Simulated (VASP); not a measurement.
# TiAl (P3m1) in VASP: notebook, part 2 of 2

VASP 6.6.1.

## 4. Single point, PBEsol (all Ti atoms moved -0.050 Å, as atom 1 along Cartesian [0 0 1])

INCAR

```
SYSTEM = TiAl
ALGO = Normal ; EDIFF = 1E-6
ENCUT = 500 ; GGA = PS
GGA_COMPAT = .FALSE. ; ISIF = 2
ISMEAR = 0 ; LASPH = .TRUE.
LCHARG = .FALSE. ; LREAL = .FALSE.
LWAVE = .FALSE. ; NBANDS = 14
NELM = 120 ; PREC = Accurate
SIGMA = 0.15
```

KPOINTS

```
k-points
0
G
  24 24 14
  0 0 0
```

POSCAR

```
TiAl
1.0
    2.8478212843      0.0000000000      0.0000000000
   -1.4239106421      2.4662855776      0.0000000000
    0.0000000000      0.0000000000      4.6199447408
Ti Al
1 1
Direct
    0.0000000000      0.0000000000     -0.0108226403
    0.3333333333      0.6666666667      0.5000000000
```

Potentials or basis: VASP PAW PBE potentials, release 64 (Ti_sv, Al).

The run is started by

```console
> cat potpaw_PBE.64/Ti_sv/POTCAR potpaw_PBE.64/Al/POTCAR > POTCAR
> mpirun -np 1 vasp_std > vasp.out
```

OUTCAR:

```text
SYSTEM = TiAl
   EDIFF = 1E-6
   ENCUT = 500
   GGA = PS
   ISIF = 2
   ISMEAR = 0
   LASPH = .TRUE.
   LREAL = .FALSE.
   NELM = 120
   PREC = Accurate

 ion  position               nearest neighbor table
   1  0.000  0.000  0.989-   2 2.79   2 2.79   2 2.79   2 2.88   2 2.88   2 2.88
   2  0.333  0.667  0.500-   1 2.79   1 2.79   1 2.79   1 2.88   1 2.88   1 2.88

  LATTYP: Found a hexagonal cell.
 ALAT       =     2.8478212843
 C/A-ratio  =     1.6222734082

  Lattice vectors:
[... 596 lines left out ...]

------------------------ aborting loop because EDIFF is reached ----------------------------------------

  FORCE on cell =-STRESS in cart. coord.  units (eV):
  Direction    XX          YY          ZZ          XY          YZ          ZX
  --------------------------------------------------------------------------------------
  -------------------------------------------------------------------------------------
  Total        0.0287664      0.0287664      0.0331293      0.0000000      0.0000000     -0.0000000
  in kB        1.4203759      1.4203759      1.6358002      0.0000000      0.0000000     -0.0000000
  external PRESSURE =       1.4921840 kB  Pullay stress =       0.0000000 kB

 VOLUME and BASIS-vectors are now :
 -----------------------------------------------------------------------------
  energy-cutoff  :      500.00
  volume of cell :       32.45
      direct lattice vectors                 reciprocal lattice vectors
     2.847821284  0.000000000  0.000000000     0.351145630  0.202734024  0.000000000
    -1.423910642  2.466285578  0.000000000     0.000000000  0.405468048  0.000000000
     0.000000000  0.000000000  4.619944741     0.000000000  0.000000000  0.216452805

 POSITION                                       TOTAL-FORCE (eV/Angst)
 -----------------------------------------------------------------------------------
      0.00000      0.00000      4.56994        -0.000000      0.000000      0.372490
     -0.00000      1.64419      2.30997         0.000000     -0.000000     -0.372490
 -----------------------------------------------------------------------------------
    total drift:                                0.000000     -0.000000     -0.000265

  FREE ENERGIE OF THE ION-ELECTRON SYSTEM (eV)
  ---------------------------------------------------
  free  energy   TOTEN  =       -12.9369589977 eV

  energy  without entropy=      -12.9074995534  energy(sigma->0) =      -12.92222928
```

OSZICAR:

```text
N       E                     dE             d eps       ncg     rms          rms(c)
DAV:   1     0.977699896582E+02    0.97770E+02   -0.68346E+03 21746   0.107E+03
DAV:   2    -0.861613396991E+01   -0.10639E+03   -0.10208E+03 22442   0.299E+02
DAV:   3    -0.143696743321E+02   -0.57535E+01   -0.56239E+01 33198   0.660E+01
DAV:   4    -0.145367487785E+02   -0.16707E+00   -0.16682E+00 24344   0.100E+01
DAV:   5    -0.145431727556E+02   -0.64240E-02   -0.64235E-02 32590   0.186E+00    0.974E+00
DAV:   6    -0.132267218669E+02    0.13165E+01   -0.60419E+00 24522   0.305E+01    0.369E+00
DAV:   7    -0.129672317045E+02    0.25949E+00   -0.71718E-01 23854   0.973E+00    0.209E+00
DAV:   8    -0.129409720929E+02    0.26260E-01   -0.16704E-01 25052   0.461E+00    0.820E-01
DAV:   9    -0.129394770112E+02    0.14951E-02   -0.47171E-02 23926   0.311E+00    0.415E-01
DAV:  10    -0.129368966257E+02    0.25804E-02   -0.74018E-03 24428   0.109E+00    0.653E-02
DAV:  11    -0.129369773137E+02   -0.80688E-04   -0.74595E-04 29598   0.253E-01    0.621E-02
DAV:  12    -0.129369693438E+02    0.79700E-05   -0.30276E-05 23880   0.526E-02    0.411E-02
DAV:  13    -0.129369593667E+02    0.99771E-05   -0.20766E-05 24812   0.550E-02    0.103E-02
DAV:  14    -0.129369589977E+02    0.36899E-06   -0.10720E-06 17322   0.962E-03
   1 F= -.12936959E+02 E0= -.12922229E+02  d E =-.294594E-01
```

stdout:

```text
POSCAR found type information on POSCAR TiAl
 POSCAR found :  2 types and       2 ions
 scaLAPACK will be used
 -----------------------------------------------------------------------------
|                                                                             |
|                                                                             |
|     You enforced a specific xc type in the INCAR file but a different       |
|     I HOPE YOU KNOW WHAT YOU ARE DOING!                                     |
|                                                                             |
 -----------------------------------------------------------------------------

 LDA part: xc-table for (Slater+PW92), standard interpolation
 POSCAR, INCAR and KPOINTS ok, starting setup
 FFT: planning ... GRIDC
 FFT: planning ... GRID_SOFT
 FFT: planning ... GRID
 WAVECAR not read
 entering main loop
```

It took 5.7 min on 1 thread of Oxide Virtual Turin-like, shared host; peak memory 0.41 GiB.

Results:

* Free energy: -12.9370 eV
* Pressure: 0.1 GPa
* Largest force: 0.372 eV/Å
* Band gap on the k mesh: zero (an odd number of electrons rules out a gap without spin polarisation)

Forces on the atoms (eV/Å):
```
Ti   0.000  0.000  0.372
Al   0.000  0.000 -0.372
```

Caveat: the cell differs from its parent crystal (all Ti atoms moved -0.050 Å, as atom 1 along Cartesian [0 0 1]); the PAW data sets were made with another functional, which shifts forces and pressure a little.

## 5. Overview

| cell | gap on the mesh (eV) | pressure (GPa) | largest force (eV/Å) |
| --- | --- | --- | --- |
| as given, atomic positions A | none | 0.5 | 0.75 |
| as given, atomic positions B | none | 0.3 | 0.56 |
| as given, atomic positions C | none | 0.1 | 0.37 |

Alike in all rows: task single point; level PBEsol; potentials or basis VASP PAW PBE potentials, release 64 (Ti_sv, Al); no spin polarisation; k mesh 24 × 24 × 14; cutoff (eV) 500; smearing gaussian 0.15 eV.

Caveats: the PAW data sets were made with another functional, which shifts forces and pressure a little.

Total energies depend on the potentials used, so only differences within one code and one set of settings carry meaning.
